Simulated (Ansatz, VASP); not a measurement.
## Two plane-wave programs on C

```
C
1.0
     0.00000    2.11665    3.35975
     1.22278    0.00000    3.35975
     1.22278    2.11665    0.00000
C
2
Direct
  0.15182 0.81841 0.18159
  0.83329 0.16671 0.83329
```

Alike in both runs: task single point; functional LDA; k mesh 16 × 16 × 16; occupations gaussian, width 0.03 eV; no spin polarisation.

|  | VASP | Ansatz |
| --- | --- | --- |
| version | VASP 6.6.1 | Ansatz 0.2.0 |
| potentials or method | VASP PAW LDA potentials, release 64 (C), cutoff 520 eV | scalar-relativistic, plane waves, PAW |
| valence electrons in the cell | 8 | 8 |

VASP gave:

* gap on the k mesh at the Fermi level (eV): 0.17
* least direct gap on the mesh (eV): 0.21
* pressure (GPa): 0.1
* traceless stress, the component that is largest in VASP (GPa): -1.82
* rms of the force components (eV/Å): 0.998

Which values does Ansatz return?

gap on the k mesh at the Fermi level (eV): 0.17; least direct gap on the mesh (eV): 0.22; pressure (GPa): -0.7; traceless stress, the component that is largest in VASP (GPa): -0.90; rms of the force components (eV/Å): 1.004.

LDA's correlation is that of Perdew and Zunger in VASP and of Perdew and Wang (1992) in Ansatz. Atom by atom the forces differ by 0.006 eV/Å (rms over components).
